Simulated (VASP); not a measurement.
# Al2O3 (R-3c) in VASP: notebook

Al2O3 is run at these levels: PBE; tasks: single point.

Program: VASP 6.6.1. These are calculated values, not measurements. Logs are shortened: lines on timing, memory, paths and dates and some standing lists are left out, and cuts for length are marked.

## (1) The cell of the first run

The structure is trigonal, space group R-3c (No. 167). Conventional cell: a = 4.973 Å, b = 4.973 Å, c = 13.572 Å, α = 90.00°, β = 90.00°, γ = 120.00°. Within 2.6 Å of Al (site symmetry 3) lie 6 O at 1.94 to 2.06 Å. Within 3.0 Å of O (site symmetry 2) lie 4 Al at 1.94 to 2.06 Å and 12 O at 2.64 to 3.00 Å.

## (2) Single point, PBE (9.69 Å³/atom)

Input file INCAR:

```
SYSTEM = Al2O3
  PREC = Accurate
  ENCUT = 520
  EDIFF = 1E-6
  ISMEAR = 0
  SIGMA = 0.05
  LREAL = .FALSE.
  LASPH = .TRUE.
  NELM = 60
  ALGO = Normal
  ISIF = 2
  LWAVE = .FALSE.
  LCHARG = .FALSE.
  GGA = PE
  NBANDS = 35
```

Input file KPOINTS:

```
Automatic mesh
0
G
  6 6 6
  0 0 0
```

Input file POSCAR:

```
Al2O3
1.0
    2.4867061913      1.4357004890      4.5240669081
   -2.4867061913      1.4357004890      4.5240669081
    0.0000000000     -2.8714009779      4.5240669081
Al O
4 6
Direct
    0.8521293568      0.8521293568      0.8521293568
    0.6478706432      0.6478706432      0.6478706432
    0.1478706432      0.1478706432      0.1478706432
    0.3521293568      0.3521293568      0.3521293568
    0.0561574040      0.4438425960      0.7500000000
    0.7500000000      0.0561574040      0.4438425960
    0.4438425960      0.7500000000      0.0561574040
    0.9438425960      0.5561574040      0.2500000000
    0.2500000000      0.9438425960      0.5561574040
    0.5561574040      0.2500000000      0.9438425960
```

Potentials or basis: VASP PAW PBE potentials, release 64 (Al, O).

Started as:

```sh
$ cat potpaw_PBE.64/Al/POTCAR potpaw_PBE.64/O/POTCAR > POTCAR
$ mpirun -np 1 vasp_std > vasp.out
```

OUTCAR:

```text
SYSTEM = Al2O3
   PREC = Accurate
   ENCUT = 520
   EDIFF = 1E-6
   ISMEAR = 0
   LREAL = .FALSE.
   LASPH = .TRUE.
   NELM = 60
   ISIF = 2
   GGA = PE

 ion  position               nearest neighbor table
   1  0.852  0.852  0.852-  10 1.94   8 1.94   9 1.94   5 2.06   6 2.06   7 2.06   2 2.77   3 2.92
                             3 2.92   3 2.92   2 3.36   2 3.36   2 3.36
   2  0.648  0.648  0.648-   9 1.94   8 1.94  10 1.94   5 2.06   7 2.06   6 2.06   1 2.77   4 2.92
                             4 2.92   4 2.92   1 3.36   1 3.36   1 3.36
   3  0.148  0.148  0.148-   7 1.94   5 1.94   6 1.94   8 2.06   9 2.06  10 2.06   4 2.77   1 2.92
                             1 2.92   1 2.92   4 3.36   4 3.36   4 3.36
   4  0.352  0.352  0.352-   6 1.94   5 1.94   7 1.94   8 2.06  10 2.06   9 2.06   3 2.77   2 2.92
                             2 2.92   2 2.92   3 3.36   3 3.36   3 3.36
   5  0.056  0.444  0.750-   3 1.94   4 1.94   1 2.06   2 2.06
   6  0.750  0.056  0.444-   4 1.94   3 1.94   1 2.06   2 2.06
   7  0.444  0.750  0.056-   3 1.94   4 1.94   2 2.06   1 2.06
   8  0.944  0.556  0.250-   1 1.94   2 1.94   3 2.06   4 2.06
   9  0.250  0.944  0.556-   2 1.94   1 1.94   3 2.06   4 2.06
  10  0.556  0.250  0.944-   1 1.94   2 1.94   4 2.06   3 2.06

  LATTYP: Found a trigonal (rhomboedric) cell.
 ALAT       =     5.3583696182
 COS(alpha) =     0.5692615792

  Lattice vectors:

 A1 = (   2.4867061913,   1.4357004890,   4.5240669081)
 A2 = (  -2.4867061913,   1.4357004890,   4.5240669081)
 A3 = (   0.0000000000,  -2.8714009779,   4.5240669081)

Analysis of symmetry for initial positions (statically):
=====================================================================
 Subroutine PRICEL returns:
 Original cell was already a primitive cell.

 Routine SETGRP: Setting up the symmetry group for a
 trigonal (rhombohedral) supercell.

 Subroutine GETGRP returns: Found 12 space group operations
 (whereof  6 operations were pure point group operations)
 out of a pool of 12 trial point group operations.

The static configuration has the point symmetry S_6 .
 The point group associated with its full space group is D_3d.

Analysis of symmetry for dynamics (positions and initial velocities):
=====================================================================
 Subroutine PRICEL returns:
 Original cell was already a primitive cell.

 Routine SETGRP: Setting up the symmetry group for a
 trigonal (rhombohedral) supercell.

 Subroutine GETGRP returns: Found 12 space group operations
 (whereof  6 operations were pure point group operations)
[... 128 lines left out ...]
   TEBEG  =    0.0;   TEEND  =   0.0 temperature during run
   PSTRESS=    0.0 pullay stress
   NELECT =      48.0000    total number of electrons
   NUPDOWN=      -1.0000    fix difference up-down
   EMIN   =  10.00;   EMAX   =-10.00  energy-range for DOS
   EFERMI =   0.00;   METHOD = LEGACY
   ISMEAR =     0;   SIGMA  =   0.05  broadening in eV -4-tet -1-fermi 0-gaus
   EFERMI_NEDOS =   21; number of points for ismear=-14 and -15
   IALGO  =     38    algorithm
   IMIX   =      4    mixing-type and parameters
     AMIX     =   0.40;   BMIX     =  1.00
     AMIX_MAG =   1.60;   BMIX_MAG =  1.00
  volume/ion in A,a.u.               =       9.69        65.40
  Fermi-wavevector in a.u.,A,eV,Ry     =   1.295286  2.447736 22.827394  1.677766
  Thomas-Fermi vector in A             =   2.426815
   LORBIT       =      0    0 simple, 1 ext, 2 COOP (PROOUT), +10 PAW based schemes
   GGA     = PE    functional components
   LHFCALC =     F    Hartree Fock is set to
   AEXX    =    0.0000 exact exchange contribution
   IVDW    =     0    specifies the selected vdW correction
   LEPSILON=     F    determine dielectric tensor
   LRPA    =     F    only Hartree local field effects (RPA)
 non-spin polarized calculation
 Gauss-broadening in eV      SIGMA  =   0.05
  energy-cutoff  :      520.00
  volume of cell :       96.91
 maximum number of plane-waves:      2630
   NGX = 19   NGY = 19   NGZ = 19

 number of electron      47.9999991 magnetization

 Free energy of the ion-electron system (eV)
  ---------------------------------------------------
  ext. energy  EPLUGINS =         0.00000000
  ---------------------------------------------------
  free energy    TOTEN  =       -74.21588038 eV

  energy without entropy =      -74.21588038  energy(sigma->0) =      -74.21588038

 E-fermi :   5.0069     XC(G=0): -11.0543

 val. band max:        4.7368086073   @ k =   0.0000   0.0000   0.0000
 cond. band min:       9.3861147865   @ k =   0.0000   0.0000   0.0000
 fundamental gap:      4.6493061792
 Fermi energy:         5.0069040777

 k-point     1 :       0.0000    0.0000    0.0000
  band No.  band energies     occupation
      1     -13.5646      2.00000
      2     -11.7015      2.00000
      3     -11.4906      2.00000
      4     -11.4906      2.00000
      5     -11.2242      2.00000
      6     -11.2242      2.00000
[... 901 lines left out ...]
     34      17.1545      0.00000
     35      17.2900      0.00000

 [... further k-points ...]

------------------------ aborting loop because EDIFF is reached ----------------------------------------

  FORCE on cell =-STRESS in cart. coord.  units (eV):
  Direction    XX          YY          ZZ          XY          YZ          ZX
  --------------------------------------------------------------------------------------
  -------------------------------------------------------------------------------------
  Total      -11.8673725    -11.8673725    -11.0200636      0.0000000     -0.0000000      0.0000000
  in kB     -196.1988970   -196.1988970   -182.1906518      0.0000000     -0.0000000      0.0000000
  external PRESSURE =    -191.5294819 kB  Pullay stress =       0.0000000 kB

 VOLUME and BASIS-vectors are now :
 -----------------------------------------------------------------------------
  energy-cutoff  :      520.00
  volume of cell :       96.91
      direct lattice vectors                 reciprocal lattice vectors
     2.486706191  1.435700489  4.524066908     0.201069190  0.116087351  0.073680018
    -2.486706191  1.435700489  4.524066908    -0.201069190  0.116087351  0.073680018
     0.000000000 -2.871400978  4.524066908     0.000000000 -0.232174702  0.073680018

 POSITION                                       TOTAL-FORCE (eV/Angst)
 -----------------------------------------------------------------------------------
      0.00000      0.00000     11.56527        -0.000000      0.000000      0.044523
      0.00000      0.00000      8.79303        -0.000000     -0.000000     -0.044523
      0.00000      0.00000      2.00693        -0.000000     -0.000000     -0.044523
      0.00000      0.00000      4.77917        -0.000000      0.000000      0.044523
     -0.96406     -1.43570      5.65508        -0.089370      0.000000      0.000000
      1.72538     -0.11705      5.65508         0.044685     -0.077396      0.000000
     -0.76132      1.55275      5.65508         0.044685      0.077396      0.000000
      0.96406      1.43570      7.91712         0.089370      0.000000      0.000000
     -1.72538      0.11705      7.91712        -0.044685      0.077396      0.000000
      0.76132     -1.55275      7.91712        -0.044685     -0.077396      0.000000
 -----------------------------------------------------------------------------------
    total drift:                                0.000000      0.000000     -0.000000

  FREE ENERGIE OF THE ION-ELECTRON SYSTEM (eV)
  ---------------------------------------------------
  free  energy   TOTEN  =       -74.2158803768 eV

  energy  without entropy=      -74.2158803768  energy(sigma->0) =      -74.21588038
```

OSZICAR:

```text
N       E                     dE             d eps       ncg     rms          rms(c)
DAV:   1     0.225952175933E+03    0.22595E+03   -0.24729E+04  2240   0.129E+03
DAV:   2    -0.678950497828E+02   -0.29385E+03   -0.28365E+03  2875   0.276E+02
DAV:   3    -0.819003678690E+02   -0.14005E+02   -0.13947E+02  2885   0.618E+01
DAV:   4    -0.820164558361E+02   -0.11609E+00   -0.11600E+00  2816   0.651E+00
DAV:   5    -0.820179488708E+02   -0.14930E-02   -0.14927E-02  2804   0.739E-01    0.169E+01
DAV:   6    -0.741603029406E+02    0.78576E+01   -0.29607E+01  2735   0.282E+01    0.577E+00
DAV:   7    -0.742032220290E+02   -0.42919E-01   -0.79358E-01  2682   0.447E+00    0.324E+00
DAV:   8    -0.742119939310E+02   -0.87719E-02   -0.11485E-01  2672   0.255E+00    0.648E-01
DAV:   9    -0.742150642868E+02   -0.30704E-02   -0.21835E-02  2920   0.760E-01    0.314E-01
DAV:  10    -0.742159404482E+02   -0.87616E-03   -0.12021E-03  2517   0.200E-01    0.792E-02
DAV:  11    -0.742158764295E+02    0.64019E-04   -0.44564E-04  2848   0.117E-01    0.227E-02
DAV:  12    -0.742158820362E+02   -0.56067E-05   -0.27348E-05  2629   0.303E-02    0.901E-03
DAV:  13    -0.742158805699E+02    0.14663E-05   -0.84631E-06  2832   0.155E-02    0.187E-03
DAV:  14    -0.742158803768E+02    0.19318E-06   -0.32983E-07  1645   0.354E-03
   1 F= -.74215880E+02 E0= -.74215880E+02  d E =-.105987E-15
```

stdout:

```text
POSCAR found type information on POSCAR AlO
 POSCAR found :  2 types and      10 ions
 scaLAPACK will be used
 LDA part: xc-table for (Slater+PW92), standard interpolation
 POSCAR, INCAR and KPOINTS ok, starting setup
 FFT: planning ... GRIDC
 FFT: planning ... GRID_SOFT
 FFT: planning ... GRID
 WAVECAR not read
 entering main loop
```

Wall time 2.2 min (1 thread of Intel Xeon 8259CL, shared host); peak memory 0.27 GiB.

What came out:

| Item | Value |
| --- | --- |
| Free energy | -74.2159 eV |
| Pressure | -19.2 GPa |
| Largest force | 0.089 eV/Å |
| Band gap on the k mesh | 4.65 eV |

Forces on the atoms (eV/Å):
```
Al   0.000  0.000  0.045
Al   0.000  0.000 -0.045
Al   0.000  0.000 -0.045
Al   0.000  0.000  0.045
O   -0.089  0.000  0.000
O    0.045 -0.077  0.000
O    0.045  0.077  0.000
O    0.089  0.000  0.000
O   -0.045  0.077  0.000
O   -0.045 -0.077  0.000
```

Caveat: the cell stands under tension.

## (3) Single point, PBE (10.16 Å³/atom)

This run uses another cell than the first one, of 10.16 Å³/atom.

Input file INCAR:

```
PREC = Accurate ; ENCUT = 520
EDIFF = 1E-6 ; ISMEAR = 0
SIGMA = 0.05 ; LREAL = F
LASPH = T ; NELM = 80
ALGO = Normal ; ISIF = 2
LWAVE = F ; LCHARG = F
GGA = PE ; NBANDS = 35
```

Input file KPOINTS:

```
regular mesh
0
Gamma
  6 6 6
```

POSCAR, as its differences from that of step 2:

```diff
@@ -2,5 +2,5 @@
 1.0
-    2.4867061913      1.4357004890      4.5240669081
-   -2.4867061913      1.4357004890      4.5240669081
-    0.0000000000     -2.8714009779      4.5240669081
+    2.5486239701      1.4714487352      4.5144625923
+   -2.5486239701      1.4714487352      4.5144625923
+    0.0000000000     -2.9428974703      4.5144625923
 Al O
```

Potentials or basis: VASP PAW PBE potentials, release 64 (Al, O).

Started as:

```sh
$ cat potpaw_PBE.64/Al/POTCAR potpaw_PBE.64/O/POTCAR > POTCAR
$ mpirun -np 1 vasp_std > vasp.out
```

Wall time 2.4 min (1 thread of Intel Xeon 8259CL, shared host); peak memory 0.27 GiB.

It converged, with:

```
Free energy            : -73.5000 eV
Pressure               : -25.6 GPa
Largest force          : 0.199 eV/Å
Band gap on the k mesh : 3.96 eV
```

Forces in eV/Å, atoms in the order of the input:
```
Al   0.000  0.000  0.140
Al   0.000  0.000 -0.140
Al   0.000  0.000 -0.140
Al   0.000  0.000  0.140
O   -0.199  0.000  0.000
O    0.099 -0.172  0.000
O    0.099  0.172  0.000
O    0.199  0.000  0.000
O   -0.099  0.172  0.000
O   -0.099 -0.172  0.000
```

Stress tensor (GPa, compression positive):
```
-28.97   0.00   0.00
  0.00 -28.97   0.00
  0.00   0.00 -18.83
```

Levels at points of the mesh, in eV from the valence-band top:
```
           k point  band 21  band 22  band 23  band 24  band 25  band 26  band 27  band 28
(0.00, 0.00, 0.00)    -0.44    -0.20    -0.20     0.00     3.97     7.50     8.51     9.71
(0.50, 0.00, 0.00)    -0.77    -0.77    -0.25    -0.25     7.29     7.29     7.85     7.85
(0.50, 0.50, 0.00)    -0.90    -0.89    -0.59    -0.25     7.44     7.83     8.24     8.73
(0.50, 0.50, 0.50)    -0.46    -0.46    -0.46    -0.46     6.58     6.58     9.40     9.40
```

Caveat: the stress differs along the axes, from -29 to -19 GPa.

## (4) Single point, PBE (10.16 Å³/atom)

This run uses another cell than the first one, of 10.16 Å³/atom.

Input file INCAR:

```
  PREC = Accurate
  ENCUT = 520
  EDIFF = 1E-6
  ISMEAR = 0
  SIGMA = 0.05
  LREAL = False
  LASPH = True
  NELM = 80
  ALGO = Normal
  ISIF = 2
  LWAVE = False
  LCHARG = True
  GGA = PE
  LELF = True
  LVHAR = True
  NBANDS = 35
```

KPOINTS is that of step 3.

POSCAR, as its differences from that of step 3:

```diff
@@ -2,5 +2,5 @@
 1.0
-    2.5486239701      1.4714487352      4.5144625923
-   -2.5486239701      1.4714487352      4.5144625923
-    0.0000000000     -2.9428974703      4.5144625923
+    2.5036123218      1.4454612480      4.6782499846
+   -2.5036123218      1.4454612480      4.6782499846
+    0.0000000000     -2.8909224959      4.6782499846
 Al O
```

Started as:

```sh
$ cat potpaw_PBE.64/Al/POTCAR potpaw_PBE.64/O/POTCAR > POTCAR
$ mpirun -np 1 vasp_std > vasp.out
```

Wall time 2.8 min (1 thread of Intel Xeon 8259CL, shared host); peak memory 0.29 GiB.

Results (log left out):

```
Free energy            : -73.5411 eV
Pressure               : -25.2 GPa
Largest force          : 0.046 eV/Å
Band gap on the k mesh : 4.06 eV
```

Forces in eV/Å, atoms in the order of the input:
```
Al   0.000  0.000 -0.003
Al   0.000  0.000  0.003
Al   0.000  0.000  0.003
Al   0.000  0.000 -0.003
O   -0.046  0.000  0.000
O    0.023 -0.040  0.000
O    0.023  0.040  0.000
O    0.046  0.000  0.000
O   -0.023  0.040  0.000
O   -0.023 -0.040  0.000
```

Stress tensor (GPa, compression positive):
```
-23.00   0.00   0.00
  0.00 -23.00   0.00
  0.00   0.00 -29.64
```

Levels at points of the mesh, in eV from the valence-band top:
```
           k point  band 20  band 21  band 22  band 23  band 24  band 25  band 26  band 27  band 28  band 29
(0.00, 0.00, 0.00)    -0.35    -0.35    -0.21     0.00     0.00     4.06     7.89     8.45     9.65     9.65
(0.50, 0.00, 0.00)    -1.14    -0.72    -0.72    -0.25    -0.25     7.28     7.28     7.93     7.93    10.38
(0.50, 0.50, 0.00)    -1.07    -0.80    -0.73    -0.66    -0.24     7.41     7.91     8.67     8.79     8.94
(0.50, 0.50, 0.50)    -1.68    -0.24    -0.24    -0.24    -0.24     6.77     6.77     9.32     9.32    10.53
```

Caveat: the stress differs along the axes, from -30 to -23 GPa.

(Continued in part 2 of 2.)
